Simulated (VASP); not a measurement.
Mn, 3 atoms in the cell. It takes space group P6/mmm (No. 191, hexagonal). The conventional cell has a = 3.769 Å, b = 3.769 Å, c = 2.353 Å, α = 90.00°, β = 90.00°, γ = 120.00°. Within 3.1 Å of Mn (site symmetry 6/mmm) lie 14 Mn at 2.35 to 2.47 Å. Within 2.9 Å of Mn (site symmetry -6m2) lie 11 Mn at 2.18 to 2.47 Å. This isn't the form of Mn at room conditions, which is a 58-atom cubic cell.

| Quantity | Value |
| --- | --- |
| Program | VASP 6.6.1 |
| Task | single point |
| Functional | r2SCAN |
| Potentials or basis | VASP PAW PBE potentials, release 64 (Mn_pv) |
| Cutoff | 520 eV |
| k mesh | 11 × 11 × 15 |
| Occupations | fermi-dirac, width 0.1 eV |
| Spin | no spin polarisation |
| Dipole correction | no |
| Further INCAR settings | ALGO = Normal; EDIFF = 1e-07; NBANDS = 26 |

Potentials or basis: VASP PAW PBE potentials, release 64 (Mn_pv).

The run is started by

```sh
$ cat potpaw_PBE.64/Mn_pv/POTCAR > POTCAR
$ cp INCAR.step1 INCAR
$ mpirun -np 1 vasp_std > vasp.out
$ cp INCAR.step2 INCAR
$ mpirun -np 1 vasp_std > vasp.out
```

Hardware: 1 thread of Intel Xeon 8259CL, with other jobs on the host.

Problem. How long does it take, and how much memory?

Solution. Run time: 7.1 min on 1 thread of Intel Xeon 8259CL, with other jobs on the host, peak memory 0.19 GiB. Counts: k points 128.
